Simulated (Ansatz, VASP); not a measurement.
# C: VASP beside Ansatz

The input POSCAR:

```
C
1.0
    0.0000000000      1.6831729200      1.7834000000
    1.8836270800      0.0000000000      1.7834000000
    1.8836270800      1.6831729200      0.0000000000
C
2
Direct
    0.5000000000      0.5000000000      0.5000000000
    0.7500000000      0.7500000000      0.7500000000
```

File INCAR.step1:

```
  ALGO = Normal
  EDIFF = 1E-5
  ENCUT = 910
  GGA = PE
  GGA_COMPAT = F
  ISMEAR = 0
  LASPH = T
  LCHARG = F
  LREAL = F
  LWAVE = T
  NBANDS = 11
  NELM = 120
  PREC = Accurate
  SIGMA = 0.05
```

INCAR.step2

```
  ALGO = Normal
  EDIFF = 1E-6
  ENCUT = 910
  GGA_COMPAT = F
  ISIF = 2
  ISMEAR = 0
  ISTART = 1
  LASPH = T
  LCHARG = T
  LELF = T
  LMIXTAU = T
  LREAL = F
  LVHAR = T
  LWAVE = F
  METAGGA = R2SCAN
  NBANDS = 11
  NELM = 120
  PREC = Accurate
  SIGMA = 0.05
```

Contents of KPOINTS:

```
k-points
0
Gamma
  12 12 12
```

Input for Ansatz:

```yaml
crystal:
  lattice:
    - [0.0, 1.68317292, 1.7834]
    - [1.88362708, 0.0, 1.7834]
    - [1.88362708, 1.68317292, 0.0]
  atoms:
    - { symbol: C, position: [0.5, 0.5, 0.5] }
    - { symbol: C, position: [0.75, 0.75, 0.75] }
basis:
  ecutwfc: 500
kpoints:
  mp_grid: { grid: [12, 12, 12] }
hamiltonian:
  xc: r2scan
scf:
  occupations: { method: gaussian, width: 0.05 }
output:
  forces: true
  stress: true
  eigenvalues: true
```

Change from the starting cell: strain +0.0562 x Voigt [1, -1, 0, 0, 0, 0], atoms carried along.

Alike in both runs: task single point; functional r2SCAN; k mesh 12 × 12 × 12; occupations gaussian, width 0.05 eV; no spin polarisation.

|  | VASP | Ansatz |
| --- | --- | --- |
| version | VASP 6.6.1 | Ansatz 0.2.0 |
| potentials or method | VASP PAW PBE potentials, release 64 (C_h), cutoff 910 eV | scalar-relativistic, plane waves, PAW |
| valence electrons in the cell | 8 | 8 |

|  | VASP | Ansatz | Ansatz less VASP |
| --- | --- | --- | --- |
| gap on the k mesh at the Fermi level (eV) | 2.19 | 2.19 | -0.001 |
| least direct gap on the mesh (eV) | 4.38 | 4.38 | +0.002 |

VASP's potentials were made for PBE, not for r2SCAN.

Noted on VASP's run: the cutoff is short for stress, so the pressure is rough.
